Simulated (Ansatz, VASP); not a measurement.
# One calculation of Sc, two programs

File POSCAR:

```
Sc
1.0
    0.0000000000      2.2705000000      2.1569750000
    2.2705000000      0.0000000000      2.1569750000
    2.2705000000      2.2705000000      0.0000000000
Sc
1
Direct
    0.0000000000      0.0000000000      0.0000000000
```

File INCAR.step1:

```
ALGO = Normal ; EDIFF = 1E-4
ENCUT = 520 ; GGA = PE
ISMEAR = 0 ; LASPH = T
LCHARG = F ; LREAL = F
LWAVE = T ; NBANDS = 12
NELM = 60 ; PREC = Accurate
SIGMA = 0.15
```

The input INCAR.step2:

```
ALGO = Normal ; EDIFF = 1E-6
ENCUT = 520 ; ISIF = 2
ISMEAR = 0 ; ISTART = 1
LASPH = T ; LCHARG = F
LMIXTAU = T ; LREAL = F
LWAVE = F ; METAGGA = R2SCAN
NBANDS = 12 ; NELM = 60
PREC = Accurate ; SIGMA = 0.15
```

KPOINTS

```
k-points
0
Gamma
  18 18 18
```

Input for Ansatz:

```yaml
crystal:
  lattice:
    - [0.0, 2.2705, 2.156975]
    - [2.2705, 0.0, 2.156975]
    - [2.2705, 2.2705, 0.0]
  atoms:
    - { symbol: Sc, position: [0.0, 0.0, 0.0] }
basis:
  ecutwfc: 500
kpoints:
  mp_grid: { grid: [18, 18, 18] }
hamiltonian:
  xc: r2scan
scf:
  occupations: { method: gaussian, width: 0.15 }
output:
  forces: true
  stress: true
  eigenvalues: true
```

Change from the starting cell: strain +0.000 along x and y, -0.050 along z, atoms carried along.

Alike in both runs: task single point; functional r2SCAN; k mesh 18 × 18 × 18; occupations gaussian, width 0.15 eV; no spin polarisation.

```csv
,VASP,Ansatz
version,VASP 6.6.1,Ansatz 0.2.0
potentials or method,"VASP PAW PBE potentials, release 64 (Sc_sv), cutoff 520 eV","scalar-relativistic, plane waves, PAW"
valence electrons in the cell,11,11
```

|  | VASP | Ansatz | Ansatz less VASP |
| --- | --- | --- | --- |
| gap on the k mesh at the Fermi level (eV) | none | none | - |
| pressure (GPa) | 7.7 | 7.5 | -0.25 |
| traceless stress, the component that is largest in VASP (GPa) | 0.39 | 0.39 | -0.003 |

VASP's potentials were made for PBE, not for r2SCAN. A gap of «none» marks a metal or a gap that the smearing closes. The functional is the same, so the differences come from potentials, cutoffs and numerics.
